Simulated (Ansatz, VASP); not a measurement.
One calculation of TiO2, two programs

```
CELL_PARAMETERS angstrom
1.49733 0.86448 6.98154
-1.49733 0.86448 6.98154
0.00000 -1.72897 6.98154
ATOMIC_POSITIONS crystal
Ti 0.00000 0.00000 0.00000
O 0.37953 0.37953 0.37953
O 0.62047 0.62047 0.62047
```

Alike in both runs: functional PBEsol; k mesh 10 × 10 × 10; no spin polarisation.

|  | VASP | Ansatz |
| --- | --- | --- |
| version | VASP 6.6.1 | Ansatz 0.2.0 |
| potentials or method | VASP PAW PBE potentials, release 64 (Ti_sv, O) | Ansatz PAW |
| plane-wave cutoff (eV) | 520 | 420 |
| occupations | gaussian, width 0.01 eV | fixed |
| valence electrons in the cell | 24 | 24 |
| task | single point | band structure |

|  | VASP | Ansatz | Ansatz less VASP |
| --- | --- | --- | --- |
| gap on the k mesh at the Fermi level (eV) | 2.64 | 2.67 | +0.026 |
| least direct gap on the mesh (eV) | 2.83 | 2.85 | +0.021 |
| pressure (GPa) | -3.9 | -4.3 | -0.44 |
| traceless stress, the component that is largest in VASP (GPa) | 1.52 | 1.77 | +0.245 |
| rms of the force components (eV/Å) | 0.181 | 0.207 | +0.0259 |

VASP's potentials were made for PBE, not for PBEsol. Atom by atom the forces differ by 0.026 eV/Å (rms over components).
